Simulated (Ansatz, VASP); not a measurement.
One calculation of Si2Mo, two programs

```
Si Mo
1.0
    -3.19007    0.00000    0.00000
     0.00000   -3.19007    0.00000
     0.00000    0.00000   16.39277
Si Mo
8 4
Direct
  0.00000 0.00000 0.91491
  0.50000 0.50000 0.67635
  0.00000 0.00000 0.43779
  0.50000 0.50000 0.19923
  0.00000 0.00000 0.11806
  0.50000 0.50000 0.83375
  0.00000 0.00000 0.59518
  0.50000 0.50000 0.35662
  0.50000 0.50000 0.51649
  0.00000 0.00000 0.27792
  0.50000 0.50000 0.03936
  0.00000 0.00000 0.75505
```

Alike in both runs: task single point; functional PBEsol; k mesh 15 × 15 × 3; occupations gaussian, width 0.15 eV; no spin polarisation.

|  | VASP | Ansatz |
| --- | --- | --- |
| version | VASP 6.6.1 | Ansatz 0.2.0 |
| potentials or method | VASP PAW PBE potentials, release 64 (Si, Mo_sv), cutoff 520 eV | scalar-relativistic, plane waves, PAW |
| valence electrons in the cell | 88 | 88 |

|  | VASP | Ansatz | Ansatz less VASP |
| --- | --- | --- | --- |
| gap on the k mesh at the Fermi level (eV) | none | none | - |
| pressure (GPa) | -4.5 | -4.9 | -0.34 |
| traceless stress, the component that is largest in VASP (GPa) | -4.54 | -4.55 | -0.009 |
| rms of the force components (eV/Å) | 0.544 | 0.542 | -0.0024 |

VASP's potentials were made for PBE, not for PBEsol. Atom by atom the forces differ by 0.004 eV/Å (rms over components). A gap of «none» marks a metal or a gap that the smearing closes.
